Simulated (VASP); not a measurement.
# InSe: single point with PBE+D3(BJ)

**The experiment to reproduce.**

“The Interaction of Hydrogen with the van der Waals Crystal γ-InSe”, 2020, pmc:7321205 reports, for a bulk crystal of InSe at 300 K: band gap 1.25 eV.

InSe:

```xyz
4
Lattice="2.0197 1.1661 8.2965 -2.0197 1.1661 8.2965 0.0000 -2.3322 8.2965" Properties=species:S:1:pos:R:3 pbc="T T T"
In    0.0000    0.0000   -0.0107
In    0.0000    0.0000    2.7827
Se    0.0000    0.0000   15.3000
Se    0.0000    0.0000   20.6559
```

```json
{"Program": "VASP 6.6.1", "Task": "single point", "Functional": "PBE", "Dispersion": "D3(BJ)", "Potentials or basis": "VASP PAW PBE potentials, release 64 (In_d, Se)", "Cutoff": "520 eV", "k mesh": "6 × 6 × 6", "Occupations": "fermi-dirac, width 0.02 eV", "Spin": "no spin polarisation", "Dipole correction": "no", "Further INCAR settings": "ALGO = Normal; EDIFF = 1e-06; NBANDS = 27"}
```

```yaml
Pressure: 0.0 GPa
Largest_force: 0.015 eV/Å
Band_gap_on_the_k_mesh: 0.27 eV
Dispersion_energy_per_atom: -0.300 eV
```

Forces in eV/Å, atoms in the order of the input:
```
In   0.000  0.000  0.014
In   0.000  0.000 -0.014
Se   0.000  0.000 -0.015
Se   0.000  0.000  0.015
```

Levels at points of the mesh, in eV from the valence-band top:
```tsv
k point	band 15	band 16	band 17	band 18	band 19	band 20	band 21	band 22	band 23	band 24
(0.00, 0.00, 0.00)	-1.60	-1.40	-1.40	-1.26	-1.26	1.66	1.99	4.22	4.22	5.09
(0.50, 0.00, 0.00)	-3.50	-2.44	-2.40	-2.23	-1.68	1.09	1.91	3.65	3.95	4.64
(0.50, 0.50, 0.00)	-3.25	-2.69	-2.57	-2.04	-1.53	1.05	1.93	3.28	3.50	4.18
(0.50, 0.50, 0.50)	-1.47	-1.47	-1.18	-1.18	0.00	0.27	2.06	4.12	4.12	5.50
```

Wall time 5.6 min on 1 thread of AMD EPYC 9R45 96-Core Processor (Zen 5), on a shared host, peak memory 0.51 GiB.

A measured gap of InSe is 1.25 eV (300 K; “The Interaction of Hydrogen with the van der Waals Crystal γ-InSe”, 2020, pmc:7321205); the calculated 0.27 eV misses it by -0.98 eV. Spin-orbit coupling on In, Se is left out. The value is that of PBE+D3(BJ) on a finite k mesh, which can miss the band edges, without temperature or zero-point motion. Semilocal functionals fall short of measured gaps as a rule.

Caveat: spin-orbit coupling is left out, which moves the levels of the heavy elements.
